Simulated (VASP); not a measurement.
**HfO2: relaxation of cell and atoms with PBE**

Crystal: HfO2.

```
Hf O
1.0
     0.00000    2.55750    2.55750
     2.55750    0.00000    2.55750
     2.55750    2.55750    0.00000
Hf O
1 2
Direct
  0.00000 0.00000 0.00000
  0.25000 0.25000 0.25000
  0.75000 0.75000 0.75000
```

```json
{"Program": "VASP 6.6.1", "Task": "relaxation of cell and atoms", "Functional": "PBE", "Potentials or basis": "VASP PAW PBE potentials, release 64 (Hf_pv, O)", "Cutoff": "600 eV", "k mesh": "8 × 8 × 8", "Occupations": "methfessel-paxton, width 0.1 eV", "Spin": "no spin polarisation", "Target pressure": "6 GPa", "Dipole correction": "no", "Further INCAR settings": "ALGO = Normal; EDIFF = 1e-07; IBRION = 2; EDIFFG = -0.01; NSW = 80; ISIF = 3"}
```

| Item | Value |
| --- | --- |
| Relaxed volume | 10.62 Å³/atom |
| Relaxed cell | a = 3.558 Å, b = 3.558 Å, c = 3.558 Å, α = 60.00°, β = 60.00°, γ = 60.00° |
| Space group after relaxing (to 0.1 Å) | Fm-3m (No. 225) |
| Energy change on relaxing (the run minimises the enthalpy) | -1.3 meV/atom |
| Ionic steps | 4 |
| Pressure after relaxing | 6.0 GPa |
| Band gap on the k mesh | 3.86 eV |

The path:
```
step  energy change (eV)  largest force (eV/Å)  pressure (GPa)  volume (Å³)
   1              0.0000                0.0000           -6.24        33.46
   2              0.2577                0.0000           31.13        29.50
   3             -0.0051                0.0000            5.69        31.89
   4             -0.0039                0.0000            5.99        31.86
```

Final structure:
```xyz
3
Lattice="0.0000 2.5162 2.5162 2.5162 0.0000 2.5162 2.5162 2.5162 0.0000" Properties=species:S:1:pos:R:3 pbc="T T T"
Hf    5.0324    5.0324    5.0324
O     1.2581    1.2581    1.2581
O     3.7743    3.7743    3.7743
```

Levels at points of the mesh, in eV from the valence-band top:
| k point | band 8 | band 9 | band 10 | band 11 | band 12 | band 13 | band 14 | band 15 |
| --- | --- | --- | --- | --- | --- | --- | --- | --- |
| (0.00, 0.00, 0.00) | -5.48 | -0.62 | -0.62 | -0.62 | 3.94 | 3.94 | 6.02 | 10.71 |
| (0.50, 0.00, 0.00) | -3.08 | -2.78 | -1.86 | -1.86 | 4.69 | 4.69 | 7.20 | 9.14 |
| (0.50, 0.50, 0.00) | -3.51 | -1.56 | -1.56 | 0.00 | 3.86 | 5.63 | 6.84 | 8.36 |

Run time: 39 s on 1 thread of Intel(R) Xeon(R) 6975P-C (Granite Rapids) (shared host), peak memory 0.18 GiB.

Caveat: the cell is relaxed towards a set pressure, so the run minimises the enthalpy, not the energy; spin-orbit coupling is left out, which moves the levels of the heavy elements. Expect the measured gap to be larger: semilocal functionals such as PBE lack the derivative discontinuity.
